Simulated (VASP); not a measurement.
Runs of VASP 6.6.1 on Cu2Sn2Pd. The structure is that of space group P-3m1 (No. 164), or close to it. The cells are those of the table. 

```csv
cell,gap on the mesh (eV),pressure (GPa),largest force (eV/Å)
"a = 4.379, b = 4.379, c = 5.475 Å, angles 90.0, 90.0, 120.0°, 5 atoms",none,(b),0.16
"a = 4.558, b = 4.558, c = 5.700 Å, angles 90.0, 90.0, 120.0°, 5 atoms",none,-13.3,(c)
"a = 4.524, b = 4.524, c = 5.657 Å, angles 90.0, 90.0, 120.0°, 5 atoms",none,-12.4,0.41
"a = 4.303, b = 4.303, c = 5.380 Å, angles 90.0, 90.0, 120.0°, 5 atoms",none,-1.2,0.12
"a = 4.341, b = 4.341, c = 5.428 Å, angles 90.0, 90.0, 120.0°, 5 atoms",none,(a),0.14
```

Alike in all rows: task single point; level LDA; potentials or basis VASP PAW LDA potentials, release 64 (Cu, Sn_d, Pd); no spin polarisation; k mesh 6 × 6 × 4; cutoff (eV) 520; smearing fermi-dirac 0.1 eV.

Q: Estimate the missing entries.

A: (a) -4.0; (b) -6.3; (c) 0.46.

Caveats: spin-orbit coupling is left out, which moves the levels of the heavy elements.

A k mesh can miss the band edges, and the runs leave out spin-orbit coupling on Pd, Sn.

A gap of «none» marks levels without a gap at the run's occupations.
